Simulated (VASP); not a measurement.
# Eu (Im-3m) in VASP: single point with LDA

Aim: the single point of Eu with LDA.

All numbers are computed with VASP 6.6.1; they aren't measurements. Logs are shortened: lines on timing, memory, paths and dates and some standing lists are left out, and cuts for length are marked.

## (1) The cell of the first run

Symmetry: Im-3m, No. 229, cubic system. The conventional cell has a = 4.606 Å, b = 4.606 Å, c = 4.606 Å, α = 90.00°, β = 90.00°, γ = 90.00°. Eu (site symmetry m-3m) has 14 Eu at 3.99 to 4.61 Å within 5.2 Å.

## (2) Single point, LDA, collinear spin, antiferromagnetic start

Input file INCAR:

```
SYSTEM = Eu
  PREC = Accurate
  ENCUT = 520
  EDIFF = 1E-6
  ISMEAR = -1
  SIGMA = 0.05
  LREAL = .False.
  LASPH = .True.
  NELM = 150
  ALGO = Normal
  ISIF = 2
  LWAVE = .False.
  LCHARG = .False.
  ISPIN = 2
  MAGMOM = 7 -7
  LORBIT = 11
  LMAXMIX = 6
  GGA = CA
  NBANDS = 28
```

Input file KPOINTS:

```
regular mesh
0
Gamma
  8 8 5
  0 0 0
```

Input file POSCAR:

```
Eu
1.0
   -2.3030000000      2.3030000000      2.3030000000
    2.3030000000     -2.3030000000      2.3030000000
    4.6060000000      4.6060000000      0.0000000000
Eu
2
Direct
    0.0000000000      0.0000000000      0.0000000000
    0.5000000000      0.5000000000      0.5000000000
```

Potentials or basis: VASP PAW PBE potentials, release 64 (Eu).

Command:

```sh
> cat potpaw_PBE.64/Eu/POTCAR > POTCAR
> mpirun -np 1 vasp_std > vasp.out
```

OUTCAR:

```text
SYSTEM = Eu
   PREC = Accurate
   ENCUT = 520
   EDIFF = 1E-6
   ISMEAR = -1
   LREAL = .False.
   LASPH = .True.
   NELM = 150
   ISIF = 2
   ISPIN = 2
   LORBIT = 11
   GGA = CA

 ion  position               nearest neighbor table
   1  0.000  0.000  0.000-
   2  0.500  0.500  0.500-

  LATTYP: Found a base centered orthorhombic cell.
 ALAT       =     4.6060000000
 B/A-ratio  =     1.4142135624
 C/A-ratio  =     1.4142135624

  Lattice vectors:

 A1 = (  -2.3030000000,   2.3030000000,   2.3030000000)
 A2 = (   2.3030000000,  -2.3030000000,   2.3030000000)
 A3 = (   4.6060000000,   4.6060000000,   0.0000000000)

Analysis of symmetry for initial positions (statically):
=====================================================================
 Subroutine PRICEL returns following result:

  LATTYP: Found a body centered cubic cell.
 ALAT       =     4.6060000000

  Lattice vectors:

 A1 = (  -2.3030000000,   2.3030000000,  -2.3030000000)
 A2 = (  -2.3030000000,  -2.3030000000,   2.3030000000)
 A3 = (   2.3030000000,   2.3030000000,   2.3030000000)

   2 primitive cells build up your supercell.

 Routine SETGRP: Setting up the symmetry group for a
 base centered orthorhombic supercell.

 Subroutine GETGRP returns: Found  8 space group operations
 (whereof  8 operations were pure point group operations)
 out of a pool of  8 trial point group operations.

The static configuration has the point symmetry D_2h.

Analysis of symmetry for dynamics (positions and initial velocities):
=====================================================================
 Subroutine PRICEL returns following result:

  LATTYP: Found a body centered cubic cell.
 ALAT       =     4.6060000000

  Lattice vectors:

 A1 = (  -2.3030000000,   2.3030000000,  -2.3030000000)
 A2 = (  -2.3030000000,  -2.3030000000,   2.3030000000)
 A3 = (   2.3030000000,   2.3030000000,   2.3030000000)

   2 primitive cells build up your supercell.

 Routine SETGRP: Setting up the symmetry group for a
 base centered orthorhombic supercell.

 Subroutine GETGRP returns: Found  8 space group operations
 (whereof  8 operations were pure point group operations)
 out of a pool of  8 trial point group operations.

The dynamic configuration has the point symmetry D_2h.

Analysis of structural, dynamic, and magnetic symmetry:
=====================================================================
 Subroutine PRICEL returns following result:

  LATTYP: Found a body centered cubic cell.
 ALAT       =     4.6060000000

  Lattice vectors:

 A1 = (  -2.3030000000,   2.3030000000,  -2.3030000000)
 A2 = (  -2.3030000000,  -2.3030000000,   2.3030000000)
 A3 = (   2.3030000000,   2.3030000000,   2.3030000000)

   2 primitive cells build up your supercell.

 Routine SETGRP: Setting up the symmetry group for a
 base centered orthorhombic supercell.

 Subroutine GETGRP returns: Found  8 space group operations
 (whereof  8 operations were pure point group operations)
 out of a pool of  8 trial point group operations.

The overall configuration has the point symmetry D_2h.

 Subroutine INISYM returns: Found  8 space group operations
 (whereof  8 operations are pure point group operations),
 and found     2 'primitive' translations

----------------------------------------------------------------------------------------

                                     Primitive cell

  volume of cell :      48.8587

  direct lattice vectors                    reciprocal lattice vectors
    -2.303000000  2.303000000 -2.303000000    -0.217108120  0.217108120  0.000000000
    -2.303000000 -2.303000000  2.303000000    -0.217108120  0.000000000  0.217108120
     2.303000000  2.303000000  2.303000000     0.000000000  0.217108120  0.217108120

  length of vectors
     3.988913010  3.988913010  3.988913010     0.307037248  0.307037248  0.307037248

  position of ions in fractional coordinates (direct lattice)
     0.000000000  0.000000000  0.000000000

  ion indices of the primitive-cell ions
   primitive index   ion index
                 1           1

----------------------------------------------------------------------------------------

 KPOINTS: regular mesh

Automatic generation of k-mesh.
 Grid dimensions read from file:
 generate k-points for:    8    8    5

 Generating k-lattice:

  Cartesian coordinates                     Fractional coordinates (reciprocal lattice)
    -0.013569257  0.013569257  0.027138515     0.125000000  0.000000000  0.000000000
     0.013569257 -0.013569257  0.027138515     0.000000000  0.125000000  0.000000000
     0.021710812  0.021710812  0.000000000     0.000000000  0.000000000  0.200000000

  Length of vectors
     0.033237757  0.033237757  0.030703725

  Shift w.r.t. Gamma in fractional coordinates (k-lattice)
     0.000000000  0.000000000  0.000000000

 Subroutine IBZKPT returns following result:
 ===========================================

 Found     63 irreducible k-points:

 Following reciprocal coordinates:
            Coordinates               Weight
  0.000000  0.000000  0.000000      1.000000
  0.125000  0.000000  0.000000      4.000000
  0.250000  0.000000  0.000000      4.000000
  0.375000  0.000000  0.000000      4.000000
  0.500000  0.000000  0.000000      2.000000
  0.125000  0.125000  0.000000      2.000000
[... 16 lines left out ...]
  0.125000  0.000000  0.200000      8.000000
  0.250000  0.000000  0.200000      8.000000
 [... further k-points ...]
   k-points           NKPTS =     63   k-points in BZ     NKDIM =     63   number of bands    NBANDS=     28
   number of dos      NEDOS =    301   number of ions     NIONS =      2
   total plane-waves  NPLWV =  43200
   dimension x,y,z NGX =    30 NGY =   30 NGZ =   48
   dimension x,y,z NGXF=    60 NGYF=   60 NGZF=   96
   ions per type =               2
   NGX,Y,Z   is equivalent  to a cutoff of  12.50, 12.50, 12.25 a.u.
   NGXF,Y,Z  is equivalent  to a cutoff of  25.01, 25.01, 24.50 a.u.
 SYSTEM =  Eu
   PREC   = accura    normal or accurate (medium, high low for compatibility)
   ISTART =      0    job   : 0-new  1-cont  2-samecut
   ICHARG =      2    charge: 1-file 2-atom 10-const
   ISPIN  =      2    spin polarized calculation?
   LNONCOLLINEAR =      F non collinear calculations
   LSORBIT =      F    spin-orbit coupling
   LASPH  =      T    aspherical Exc in radial PAW
   ENCUT  =  520.0 eV  38.22 Ry    6.18 a.u.   7.42  7.42 12.11*2*pi/ulx,y,z
   NELM   =    150;   NELMIN=  2; NELMDL= -5     # of ELM steps
   EDIFF  = 0.1E-05   stopping-criterion for ELM
   LREAL  =      F    real-space projection
[... 7 lines left out ...]
   TEBEG  =    0.0;   TEEND  =   0.0 temperature during run
   PSTRESS=    0.0 pullay stress
   NELECT =      34.0000    total number of electrons
   NUPDOWN=      -1.0000    fix difference up-down
   EMIN   =  10.00;   EMAX   =-10.00  energy-range for DOS
   EFERMI =   0.00;   METHOD = LEGACY
   ISMEAR =    -1;   SIGMA  =   0.05  broadening in eV -4-tet -1-fermi 0-gaus
   EFERMI_NEDOS =   21; number of points for ismear=-14 and -15
   IALGO  =     38    algorithm
   IMIX   =      4    mixing-type and parameters
     AMIX     =   0.40;   BMIX     =  1.00
     AMIX_MAG =   1.60;   BMIX_MAG =  1.00
  volume/ion in A,a.u.               =      48.86       329.71
  Fermi-wavevector in a.u.,A,eV,Ry     =   1.151447  2.175919 18.039008  1.325830
  Thomas-Fermi vector in A             =   2.288104
   LORBIT       =     11    0 simple, 1 ext, 2 COOP (PROOUT), +10 PAW based schemes
   GGA     = CA    functional components
   LHFCALC =     F    Hartree Fock is set to
   AEXX    =    0.0000 exact exchange contribution
   IVDW    =     0    specifies the selected vdW correction
   LEPSILON=     F    determine dielectric tensor
   LRPA    =     F    only Hartree local field effects (RPA)
 spin polarized calculation
  energy-cutoff  :      520.00
  volume of cell :       97.72
 maximum number of plane-waves:      2660
 NGX is ok and might be reduce to    30
   NGX = 15   NGY = 15   NGZ = 25

 number of electron      34.0000000 magnetization      -0.0000000

 number of electron      34.0000000 magnetization       0.0000000

 Free energy of the ion-electron system (eV)
  ---------------------------------------------------
  ext. energy  EPLUGINS =         0.00000000
  ---------------------------------------------------
  free energy    TOTEN  =       -22.34484521 eV

  energy without entropy =      -22.32077987  energy(sigma->0) =      -22.33281254

 E-fermi :   1.2851     XC(G=0):  -8.5145

 val. band max:        1.2661618742   @ k =  -0.3750   0.2500   0.0000
 cond. band min:       1.3103525738   @ k =   0.3750   0.3750   0.0000
 fundamental gap:      0.0441906996
 Fermi energy:         1.2851465670

 spin component 1

 k-point     1 :       0.0000    0.0000    0.0000
  band No.  band energies     occupation
      1     -40.1216      1.00000
      2     -37.2871      1.00000
      3     -19.0681      1.00000
      4     -18.9754      1.00000
      5     -18.9285      1.00000
      6     -16.9428      1.00000
[... 20 lines left out ...]
     27       5.3533      0.00000
     28       5.3649      0.00000
[... 683 lines left out ...]
 k-point    24 :       0.2500    0.0000    0.2000
  band No.  band energies     occupation
      1     -40.1170      1.00000
      2     -37.2811      1.00000
      3     -19.0587      1.00000
      4     -19.0507      1.00000
      5     -18.9520      1.00000
      6     -16.9393      1.00000
[... 20 lines left out ...]
     27       5.3157      0.00000
     28       5.3351      0.00000

 [... further k-points ...]

 spin component 2

 k-point     1 :       0.0000    0.0000    0.0000
  band No.  band energies     occupation
      1     -40.1216      1.00000
      2     -37.2871      1.00000
      3     -19.0681      1.00000
      4     -18.9754      1.00000
      5     -18.9285      1.00000
      6     -16.9428      1.00000
[... 20 lines left out ...]
     27       5.3461      0.00000
     28       5.3814      0.00000
[... 683 lines left out ...]
 k-point    24 :       0.2500    0.0000    0.2000
  band No.  band energies     occupation
      1     -40.1170      1.00000
      2     -37.2811      1.00000
      3     -19.0587      1.00000
      4     -19.0507      1.00000
      5     -18.9520      1.00000
      6     -16.9393      1.00000
[... 20 lines left out ...]
     27       5.3206      0.00000
     28       5.3420      0.00000

 [... further k-points ...]
[... 5 lines left out ...]
  --------------------------------------------------------------------------------------
  -------------------------------------------------------------------------------------
  Total       -2.3303656     -2.3303656     -2.4353532      0.1191070      0.0000000      0.0000000
  in kB      -38.2087509    -38.2087509    -39.9301307      1.9528825      0.0000000      0.0000000
  external PRESSURE =     -38.7825442 kB  Pullay stress =       0.0000000 kB

 VOLUME and BASIS-vectors are now :
 -----------------------------------------------------------------------------
  energy-cutoff  :      520.00
  volume of cell :       97.72
      direct lattice vectors                 reciprocal lattice vectors
    -2.303000000  2.303000000  2.303000000    -0.108554060  0.108554060  0.217108120
     2.303000000 -2.303000000  2.303000000     0.108554060 -0.108554060  0.217108120
     4.606000000  4.606000000  0.000000000     0.108554060  0.108554060  0.000000000

 POSITION                                       TOTAL-FORCE (eV/Angst)
 -----------------------------------------------------------------------------------
      0.00000      0.00000      0.00000         0.000000     -0.000000     -0.000000
      2.30300      2.30300      2.30300        -0.000000      0.000000      0.000000
 -----------------------------------------------------------------------------------
    total drift:                                0.000000     -0.000000     -0.000000

  FREE ENERGIE OF THE ION-ELECTRON SYSTEM (eV)
  ---------------------------------------------------
  free  energy   TOTEN  =       -22.3448452065 eV

  energy  without entropy=      -22.3207798655  energy(sigma->0) =      -22.33281254

 total charge

# of ion       s       p       d       f       tot
--------------------------------------------------
    1        2.078   5.658   0.236   6.690  14.662
    2        2.078   5.658   0.236   6.690  14.662
--------------------------------------------------
tot          4.156  11.317   0.472  13.380  29.324

 magnetization (x)

# of ion       s       p       d       f       tot
--------------------------------------------------
    1        0.003  -0.086   0.077   6.686   6.681
    2       -0.003   0.086  -0.077  -6.686  -6.681
--------------------------------------------------
tot          0.000   0.000   0.000   0.000   0.000
```

It took 13 min on 1 thread of Intel Xeon 8259CL, shared host; peak memory 0.38 GiB.

Results:

| Item | Value |
| --- | --- |
| Free energy | -22.3448 eV |
| Pressure | -3.9 GPa |
| Band gap on the k mesh | zero (filled and empty bands overlap) |
| Net moment | 0.00 μB per cell |
| Site moments | Eu +6.68, -6.68 μB |
| Valence electrons inside the program's atomic spheres | Eu 14.66 |

Levels at points of the mesh, in eV from the Fermi level:
Spin up:
```
           k point  band 15  band 16  band 17  band 18  band 19  band 20
(0.00, 0.00, 0.00)    -0.30    -0.29    -0.27     0.77     0.91     2.04
(0.50, 0.00, 0.00)    -0.30    -0.30    -0.27     0.33     0.72     0.74
(0.50, 0.50, 0.00)    -0.31    -0.30    -0.29    -0.28     0.84     0.89
```
Spin down:
| k point | band 13 | band 14 | band 15 | band 16 | band 17 | band 18 | band 19 | band 20 | band 21 | band 22 |
| --- | --- | --- | --- | --- | --- | --- | --- | --- | --- | --- |
| (0.00, 0.00, 0.00) | -0.35 | -0.31 | -0.30 | -0.29 | -0.27 | 0.77 | 0.91 | 2.04 | 2.06 | 2.21 |
| (0.50, 0.00, 0.00) | -0.35 | -0.31 | -0.30 | -0.30 | -0.27 | 0.33 | 0.72 | 0.74 | 1.15 | 2.92 |
| (0.50, 0.50, 0.00) | -0.36 | -0.36 | -0.31 | -0.30 | -0.29 | -0.28 | 0.84 | 0.89 | 3.49 | 3.64 |

Caveat: the cell stands under tension; the antiferromagnetic order is the one typed at the start, and another may lie lower; the PAW data sets were made with another functional, which shifts forces and pressure a little; spin-orbit coupling is left out, which moves the levels of the heavy elements; semilocal functionals describe open f shells poorly, which spoils levels, moments and volumes.

The gap in the log of VASP goes by the Fermi energy; the results here count the filled bands.